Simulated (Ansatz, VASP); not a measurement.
**KF in VASP and in Ansatz**

The input INCAR:

```
PREC     = Accurate       # precision mode
ENCUT    = 520            # plane-wave cutoff, eV
EDIFF    = 1E-6           # SCF threshold, eV
ISMEAR   = 0              # smearing method
SIGMA    = 0.05           # smearing width, eV
LREAL    = F              # projectors in reciprocal space
LASPH    = T              # aspherical terms in the spheres
NELM     = 100            # most SCF steps
ALGO     = Normal         # electronic algorithm
ISIF     = 2              # what is computed and relaxed
LWAVE    = F              # write WAVECAR
LCHARG   = T              # write CHGCAR
GGA      = CA             # functional
LELF     = T              # ELF
LVHAR    = T            
NBANDS   = 15             # bands
```

The input KPOINTS:

```
Automatic mesh
0
Gamma
  8 8 8
```

File POSCAR:

```
KF
1.0
    0.1376494726      2.6103944893      2.6103944893
    2.6103944893      0.1376494726      2.6103944893
    2.6103944893      2.6103944893      0.1376494726
K F
1 1
Direct
    0.0000000000      0.0000000000      0.0000000000
    0.5000000000      0.5000000000      0.5000000000
```

Input for Ansatz:

```yaml
crystal:
  lattice:
    - [0.1376494726, 2.6103944893, 2.6103944893]
    - [2.6103944893, 0.1376494726, 2.6103944893]
    - [2.6103944893, 2.6103944893, 0.1376494726]
  atoms:
    - { symbol: K, position: [0.0, 0.0, 0.0] }
    - { symbol: F, position: [0.5, 0.5, 0.5] }
basis:
  ecutwfc: 520.0
kpoints:
  mp_grid: { grid: [8, 8, 8] }
hamiltonian:
  xc: lda
scf:
  occupations: { method: gaussian, width: 0.05 }
output:
  forces: true
  stress: true
  eigenvalues: true
  write_density: true
  write_potential: true
  elf: true
  volumetric_format: npy
```

Alike in both runs: task single point; functional LDA; k mesh 8 × 8 × 8; occupations gaussian, width 0.05 eV; no spin polarisation.

|  | VASP | Ansatz |
| --- | --- | --- |
| version | VASP 6.6.1 | Ansatz 0.2.0 |
| potentials or method | VASP PAW LDA potentials, release 64 (K_sv, F), cutoff 520 eV | scalar-relativistic, plane waves, PAW |
| valence electrons in the cell | 16 | 16 |

|  | VASP | Ansatz | Ansatz less VASP |
| --- | --- | --- | --- |
| gap on the k mesh at the Fermi level (eV) | 6.58 | 6.60 | +0.020 |
| least direct gap on the mesh (eV) | 6.58 | 6.60 | +0.020 |
| pressure (GPa) | 2.5 | 2.2 | -0.33 |
| traceless stress, the component that is largest in VASP (GPa) | -0.78 | -0.80 | -0.022 |

LDA's correlation is that of Perdew and Zunger in VASP and of Perdew and Wang (1992) in Ansatz.
